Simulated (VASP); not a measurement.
# Ti5O in VASP: further runs

The runs below take Ti5O through single point, relaxation of the atoms, with PBE.

Everything below comes from runs of VASP 6.6.1. Logs are shortened: lines on timing, memory, paths and dates and some standing lists are left out, and cuts for length are marked.

### Step 1. The cell of the first run

The cell holds a slab with vacuum, 6 atoms: a = 2.938 Å, b = 2.938 Å, c = 24.712 Å, α = 90.00°, β = 90.00°, γ = 120.00°.

### Step 2. Single point, PBE

Contents of INCAR:

```
ALGO = Normal
DIPOL = 0.5 0.5 0.388
EDIFF = 1E-6
ENCUT = 520
GGA = PE
IDIPOL = 3
ISIF = 2
ISMEAR = 0
LASPH = True
LCHARG = False
LDIPOL = True
LREAL = False
LWAVE = False
NBANDS = 42
NELM = 100
PREC = Accurate
SIGMA = 0.1
```

Contents of KPOINTS:

```
k-points
0
Gamma
  9 9 1
```

Contents of POSCAR:

```
Ti5O
1.0
    2.9381632086      0.0000000000      0.0000000000
   -1.4690816043      2.5445239791      0.0000000000
    0.0000000000      0.0000000000     24.7117068140
Ti O
5 1
Direct
    0.6666666667      0.3333333333      0.1618666015
    0.3333333333      0.6666666667      0.2559609806
    0.6666666667      0.3333333333      0.3506708119
    0.3333333333      0.6666666667      0.4475655916
    0.6666666667      0.3333333333      0.5346335206
    0.6666666667      0.8333333333      0.5781065919
```

Potentials or basis: VASP PAW PBE potentials, release 64 (Ti_sv, O).

Run with:

```sh
$ cat potpaw_PBE.64/Ti_sv/POTCAR potpaw_PBE.64/O/POTCAR > POTCAR
$ mpirun -np 1 vasp_std > vasp.out
```

OUTCAR:

```text
EDIFF = 1E-6
   ENCUT = 520
   GGA = PE
   ISIF = 2
   ISMEAR = 0
   LASPH = True
   LREAL = False
   NELM = 100
   PREC = Accurate

 ion  position               nearest neighbor table
   1  0.667  0.333  0.162-   2 2.88   2 2.88   2 2.88
   2  0.333  0.667  0.256-   1 2.88   1 2.88   1 2.88   3 2.89   3 2.89   3 2.89
   3  0.667  0.333  0.351-   2 2.89   2 2.89   2 2.89
   4  0.333  0.667  0.448-   5 2.74   5 2.74   5 2.74
   5  0.667  0.333  0.535-   6 1.82   6 1.82   4 2.74   4 2.74   4 2.74
   6  0.667  0.833  0.578-   5 1.82   5 1.82

  LATTYP: Found a hexagonal cell.
 ALAT       =     2.9381632086
 C/A-ratio  =     8.4105970498

  Lattice vectors:

 A1 = (   2.9381632086,   0.0000000000,   0.0000000000)
 A2 = (  -1.4690816043,   2.5445239791,   0.0000000000)
 A3 = (   0.0000000000,   0.0000000000,  24.7117068140)

Analysis of symmetry for initial positions (statically):
=====================================================================
 Subroutine PRICEL returns:
 Original cell was already a primitive cell.

 Routine SETGRP: Setting up the symmetry group for a
 hexagonal supercell.

 Subroutine GETGRP returns: Found  2 space group operations
 (whereof  2 operations were pure point group operations)
 out of a pool of 24 trial point group operations.

The static configuration has the point symmetry C_1h.

Analysis of symmetry for dynamics (positions and initial velocities):
=====================================================================
 Subroutine PRICEL returns:
 Original cell was already a primitive cell.

 Routine SETGRP: Setting up the symmetry group for a
 hexagonal supercell.

 Subroutine GETGRP returns: Found  2 space group operations
 (whereof  2 operations were pure point group operations)
 out of a pool of 24 trial point group operations.

The dynamic configuration has the point symmetry C_1h.

 Subroutine INISYM returns: Found  2 space group operations
 (whereof  2 operations are pure point group operations),
 and found     1 'primitive' translations

----------------------------------------------------------------------------------------

                                     Primitive cell

  volume of cell :     184.7503

  direct lattice vectors                    reciprocal lattice vectors
     2.938163209  0.000000000  0.000000000     0.340348690  0.196500408  0.000000000
    -1.469081604  2.544523979  0.000000000     0.000000000  0.393000816  0.000000000
     0.000000000  0.000000000 24.711706814     0.000000000  0.000000000  0.040466650

  length of vectors
     2.938163209  2.938163209 24.711706814     0.393000816  0.393000816  0.040466650

  position of ions in fractional coordinates (direct lattice)
     0.666666667  0.333333333  0.161866602
     0.333333333  0.666666667  0.255960981
     0.666666667  0.333333333  0.350670812
     0.333333333  0.666666667  0.447565592
     0.666666667  0.333333333  0.534633521
     0.666666667  0.833333333  0.578106592

  ion indices of the primitive-cell ions
   primitive index   ion index
                 1           1
                 2           2
                 3           3
                 4           4
                 5           5
                 6           6

----------------------------------------------------------------------------------------

 KPOINTS: k-points

Automatic generation of k-mesh.
 Grid dimensions read from file:
 generate k-points for:    9    9    1

 Generating k-lattice:

  Cartesian coordinates                     Fractional coordinates (reciprocal lattice)
     0.037816521  0.021833379  0.000000000     0.111111111  0.000000000  0.000000000
     0.000000000  0.043666757  0.000000000     0.000000000  0.111111111  0.000000000
     0.000000000  0.000000000  0.040466650     0.000000000  0.000000000  1.000000000

  Length of vectors
     0.043666757  0.043666757  0.040466650

  Shift w.r.t. Gamma in fractional coordinates (k-lattice)
     0.000000000  0.000000000  0.000000000

 Subroutine IBZKPT returns following result:
 ===========================================

 Found     25 irreducible k-points:

 Following reciprocal coordinates:
            Coordinates               Weight
  0.000000  0.000000  0.000000      1.000000
  0.111111 -0.000000  0.000000      2.000000
  0.000000  0.111111  0.000000      4.000000
  0.222222 -0.000000  0.000000      2.000000
  0.000000  0.222222  0.000000      4.000000
  0.333333 -0.000000  0.000000      2.000000
[... 16 lines left out ...]
 -0.222222 -0.444444  0.000000      4.000000
  0.444444  0.333333  0.000000      4.000000
   k-points           NKPTS =     25   k-points in BZ     NKDIM =     25   number of bands    NBANDS=     42
   number of dos      NEDOS =    301   number of ions     NIONS =      6
   total plane-waves  NPLWV = 110592
   dimension x,y,z NGX =    24 NGY =   24 NGZ =  192
   dimension x,y,z NGXF=    48 NGYF=   48 NGZF=  384
   ions per type =               5   1
   NGX,Y,Z   is equivalent  to a cutoff of  13.58, 13.58, 12.92 a.u.
   NGXF,Y,Z  is equivalent  to a cutoff of  27.16, 27.16, 25.83 a.u.
 SYSTEM =  unknown system
   PREC   = accura    normal or accurate (medium, high low for compatibility)
   ISTART =      0    job   : 0-new  1-cont  2-samecut
   ICHARG =      2    charge: 1-file 2-atom 10-const
   ISPIN  =      1    spin polarized calculation?
   LNONCOLLINEAR =      F non collinear calculations
   LSORBIT =      F    spin-orbit coupling
   LASPH  =      T    aspherical Exc in radial PAW
   ENCUT  =  520.0 eV  38.22 Ry    6.18 a.u.   5.46  5.46 45.95*2*pi/ulx,y,z
   NELM   =    100;   NELMIN=  2; NELMDL= -5     # of ELM steps
   EDIFF  = 0.1E-05   stopping-criterion for ELM
   LREAL  =      F    real-space projection
   EDIFFG = 0.1E-04   stopping-criterion for IOM
   NSW    =      0    number of steps for IOM
   IBRION =     -1    ionic relax: 0-MD 1-quasi-New 2-CG
   NFREE  =      0    steps in history (QN), initial steepest desc. (CG)
   ISIF   =      2    stress and relaxation
   ISYM   =      2    0-nonsym 1-usesym 2-fastsym
   POTIM  = 0.5000    time-step for ionic-motion
   TEBEG  =    0.0;   TEEND  =   0.0 temperature during run
   PSTRESS=    0.0 pullay stress
   NELECT =      66.0000    total number of electrons
   NUPDOWN=      -1.0000    fix difference up-down
   EMIN   =  10.00;   EMAX   =-10.00  energy-range for DOS
   EFERMI =   0.00;   METHOD = LEGACY
   ISMEAR =     0;   SIGMA  =   0.10  broadening in eV -4-tet -1-fermi 0-gaus
   EFERMI_NEDOS =   21; number of points for ismear=-14 and -15
   IALGO  =     38    algorithm
   IMIX   =      4    mixing-type and parameters
     AMIX     =   0.40;   BMIX     =  1.00
     AMIX_MAG =   1.60;   BMIX_MAG =  1.00
  volume/ion in A,a.u.               =      30.79       207.79
  Fermi-wavevector in a.u.,A,eV,Ry     =   1.161612  2.195128 18.358917  1.349342
  Thomas-Fermi vector in A             =   2.298182
   LORBIT       =      0    0 simple, 1 ext, 2 COOP (PROOUT), +10 PAW based schemes
   GGA     = PE    functional components
   LHFCALC =     F    Hartree Fock is set to
   AEXX    =    0.0000 exact exchange contribution
   IVDW    =     0    specifies the selected vdW correction
   LEPSILON=     F    determine dielectric tensor
   LRPA    =     F    only Hartree local field effects (RPA)
 non-spin polarized calculation
 Gauss-broadening in eV      SIGMA  =   0.10
  energy-cutoff  :      520.00
  volume of cell :      184.75
 maximum number of plane-waves:      5059
 NGX is ok and might be reduce to    24
   NGX = 11   NGY = 11   NGZ = 91

 dipolmoment           0.000000      0.000000     -0.005207 electrons x Angstroem

 number of electron      65.9999992 magnetization

 dipolmoment           0.000000      0.000000      0.080617 electrons x Angstroem

 Free energy of the ion-electron system (eV)
  ---------------------------------------------------
  ext. energy  EPLUGINS =         0.00000000
  ---------------------------------------------------
  free energy    TOTEN  =       -46.70853908 eV

  energy without entropy =      -46.65877765  energy(sigma->0) =      -46.68365836

 E-fermi :   1.4156     XC(G=0):  -6.4473

 val. band max:        1.4074022857   @ k =   0.1111  -0.0000   0.0000
 cond. band min:       1.4180905328   @ k =   0.3333   0.1111   0.0000
 fundamental gap:      0.0106882471
 Fermi energy:         1.4156261377

 k-point     1 :       0.0000    0.0000    0.0000
  band No.  band energies     occupation
      1     -55.7160      2.00000
      2     -55.5439      2.00000
      3     -55.3804      2.00000
      4     -55.3158      2.00000
      5     -55.2281      2.00000
      6     -32.1046      2.00000
[... 34 lines left out ...]
     41       2.3469      0.00000
     42       2.5543      0.00000

 k-point     2 :       0.1111   -0.0000    0.0000
  band No.  band energies     occupation
      1     -55.7066      2.00000
      2     -55.5351      2.00000
      3     -55.3705      2.00000
      4     -55.3092      2.00000
      5     -55.2212      2.00000
      6     -32.0871      2.00000
[... 34 lines left out ...]
     41       2.5435      0.00000
     42       2.5665      0.00000

 k-point     3 :       0.0000    0.1111    0.0000
  band No.  band energies     occupation
      1     -55.7052      2.00000
      2     -55.5351      2.00000
      3     -55.3705      2.00000
      4     -55.3092      2.00000
      5     -55.2212      2.00000
      6     -32.0835      2.00000
[... 34 lines left out ...]
     41       2.5053      0.00000
     42       2.5676      0.00000

 k-point     4 :       0.2222   -0.0000    0.0000
  band No.  band energies     occupation
      1     -55.6827      2.00000
      2     -55.5127      2.00000
      3     -55.3449      2.00000
      4     -55.2929      2.00000
      5     -55.2037      2.00000
      6     -32.0502      2.00000
[... 844 lines left out ...]
     41       3.7492      0.00000
     42       3.8801      0.00000

 k-point    23 :      -0.2222   -0.4444    0.0000
  band No.  band energies     occupation
      1     -55.6180      2.00000
      2     -55.4631      2.00000
      3     -55.2802      2.00000
      4     -55.2643      2.00000
      5     -55.1650      2.00000
      6     -32.4795      2.00000
[... 34 lines left out ...]
     41       3.4403      0.00000
     42       3.8191      0.00000

 k-point    24 :       0.4444    0.3333    0.0000
  band No.  band energies     occupation
      1     -55.6207      2.00000
      2     -55.4631      2.00000
      3     -55.2802      2.00000
      4     -55.2643      2.00000
      5     -55.1650      2.00000
      6     -32.3963      2.00000
[... 34 lines left out ...]
     41       3.4773      0.00000
     42       3.8061      0.00000

 [... further k-points ...]

------------------------ aborting loop because EDIFF is reached ----------------------------------------

 vacuum level on the upper side and lower side of the slab       (xc-potential included)         0.759        -1.174

  FORCE on cell =-STRESS in cart. coord.  units (eV):
  Direction    XX          YY          ZZ          XY          YZ          ZX
  --------------------------------------------------------------------------------------
  -------------------------------------------------------------------------------------
  Total        1.2929250      2.3383868      1.8101468     -0.9053965      0.1052274      0.1822587
  in kB       11.2124030     20.2787751     15.6978136     -7.8517086      0.9125448      1.5805698
  external PRESSURE =      15.7296639 kB  Pullay stress =       0.0000000 kB

 VOLUME and BASIS-vectors are now :
 -----------------------------------------------------------------------------
  energy-cutoff  :      520.00
  volume of cell :      184.75
      direct lattice vectors                 reciprocal lattice vectors
     2.938163209  0.000000000  0.000000000     0.340348690  0.196500408  0.000000000
    -1.469081604  2.544523979  0.000000000     0.000000000  0.393000816  0.000000000
     0.000000000  0.000000000 24.711706814     0.000000000  0.000000000  0.040466650

 POSITION                                       TOTAL-FORCE (eV/Angst)
 -----------------------------------------------------------------------------------
      1.46908      0.84817      4.00000        -0.002090     -0.001206      0.531503
     -0.00000      1.69635      6.32523        -0.012100     -0.006986     -0.468122
      1.46908      0.84817      8.66567         0.023076      0.013323     -0.039854
     -0.00000      1.69635     11.06011         0.040779      0.023544     -1.509879
      1.46908      0.84817     13.21171        -0.303338     -0.175132      1.384776
      0.73454      2.12044     14.28600         0.253672      0.146458      0.101575
 -----------------------------------------------------------------------------------
    total drift:                                0.000005      0.000003      0.000481

  FREE ENERGIE OF THE ION-ELECTRON SYSTEM (eV)
  ---------------------------------------------------
  free  energy   TOTEN  =       -46.7085390792 eV

  energy  without entropy=      -46.6587776488  energy(sigma->0) =      -46.68365836

 vacuum level on the upper side and lower side of the slab         7.583         5.606
```

Wall time 15 min (1 thread of Intel Xeon 8259CL, shared host); peak memory 0.41 GiB.

Results:

* Free energy: -46.7085 eV
* Largest force: 1.511 eV/Å
* Band gap on the k mesh: zero (bands 33 and 34 overlap by 0.65 eV)

Forces on the atoms (eV/Å):
```
Ti  -0.002 -0.001  0.532
Ti  -0.012 -0.007 -0.468
Ti   0.023  0.013 -0.040
Ti   0.041  0.024 -1.510
Ti  -0.303 -0.175  1.385
O    0.254  0.146  0.102
```

### Step 3. Single point, PBE

Contents of INCAR:

```
PREC = Accurate
ENCUT = 520
EDIFF = 1E-7
ISMEAR = 0
SIGMA = 0.1
LREAL = F
LASPH = T
NELM = 100
ALGO = Normal
ISIF = 2
LWAVE = F
LCHARG = F
LDIPOL = T
IDIPOL = 3
DIPOL = 0.5 0.5 0.390
GGA = PE
NBANDS = 42
```

Contents of KPOINTS:

```
Automatic mesh
0
Gamma
  9 9 1
```

Contents of POSCAR:

```
Ti5O
1.0
    2.9381632086      0.0000000000      0.0000000000
   -1.4690816043      2.5445239791      0.0000000000
    0.0000000000      0.0000000000     24.7117068140
Ti O
5 1
Direct
    0.6666666666      0.3333333333      0.1618666015
    0.3333333334      0.6666666667      0.2559609806
    0.6666666666      0.3333333333      0.3506708119
    0.3333333334      0.6666666667      0.4475655916
    0.6666666666      0.3333333333      0.5346335206
    0.8333333333      0.6666666667      0.5913257845
```

Potentials or basis: VASP PAW PBE potentials, release 64 (Ti_sv, O).

Run with:

```sh
$ cat potpaw_PBE.64/Ti_sv/POTCAR potpaw_PBE.64/O/POTCAR > POTCAR
$ mpirun -np 1 vasp_std > vasp.out
```

Wall time 23 min (1 thread of Intel Xeon 8259CL, shared host); peak memory 0.41 GiB.

Results (log left out):

```
Free energy            : -45.4617 eV
Largest force          : 2.470 eV/Å
Band gap on the k mesh : zero (bands 33 and 34 overlap by 0.93 eV)
```

Forces on the atoms (eV/Å):
```
Ti   0.000  0.008  0.531
Ti   0.000 -0.006 -0.465
Ti   0.000  0.000  0.078
Ti   0.000 -0.013 -1.622
Ti   0.000 -2.157  1.202
O    0.000  2.169  0.275
```

Levels at points of the mesh, in eV from the Fermi level:
```tsv
k point	band 29	band 30	band 31	band 32	band 33	band 34	band 35	band 36	band 37	band 38
(0.00, 0.00, 0.00)	-0.98	-0.12	0.25	0.47	0.71	0.74	0.74	0.77	0.79	0.90
```

(Part 1 of 2 ends here.)
